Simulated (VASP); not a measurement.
Wanted: the native input for a VASP 6.6.1 run.

```yaml
Task: single point
Functional: PBE
Potentials_or_basis: VASP PAW PBE potentials, release 64 (Mo_sv, C)
Cutoff: 520 eV
k_mesh: 6 × 6 × 1
Occupations: gaussian, width 0.1 eV
Spin: no spin polarisation
Dipole_correction: yes
Further_INCAR_settings: ALGO = Normal; EDIFF = 1e-06; NBANDS = 53
```

The structure of Mo6C lies in POSCAR:

```
Mo6C
1.0
    4.4695765307      0.0000000000      0.0000000000
   -2.2347882654      3.8707668198      0.0000000000
    0.0000000000      0.0000000000     19.7595667302
Mo C
6 1
Direct
    0.6666666667      0.3333333333      0.2024335885
    0.3333333333      0.6666666666      0.2486060831
    0.0000000000      0.0000000000      0.2947785778
    0.6666666667      0.3333333333      0.3368821123
    0.3333333333      0.6666666666      0.3779725567
    0.0000000000      0.0000000000      0.4180034331
    0.4444444444      0.2222222222      0.4410302538
```

The input as run:

INCAR

```
ALGO     = Normal         # electronic algorithm
DIPOL    = 0.5 0.5 0.331
EDIFF    = 1E-6           # SCF threshold, eV
ENCUT    = 520            # plane-wave cutoff, eV
GGA      = PE             # functional
IDIPOL   = 3            
ISIF     = 2              # what is computed and relaxed
ISMEAR   = 0              # smearing method
LASPH    = True           # aspherical terms in the spheres
LCHARG   = True           # write CHGCAR
LDIPOL   = True         
LELF     = True           # ELF
LREAL    = False          # projectors in reciprocal space
LVACPOTAV= True         
LVHAR    = True         
LWAVE    = False          # write WAVECAR
NBANDS   = 53             # bands
NELM     = 80             # most SCF steps
PREC     = Accurate       # precision mode
SIGMA    = 0.1            # smearing width, eV
```

KPOINTS

```
k-points
0
Gamma
  6 6 1
```

Potentials or basis: VASP PAW PBE potentials, release 64 (Mo_sv, C).

Command:

```console
$ cat potpaw_PBE.64/Mo_sv/POTCAR potpaw_PBE.64/C/POTCAR > POTCAR
$ mpirun -np 1 vasp_std > vasp.out
```

It gave:

The largest force is 3.478 eV/Å.

Wall time 6.1 min on 1 thread of Intel(R) Xeon(R) 6975P-C (Granite Rapids), with other jobs on the host, peak memory 0.52 GiB.
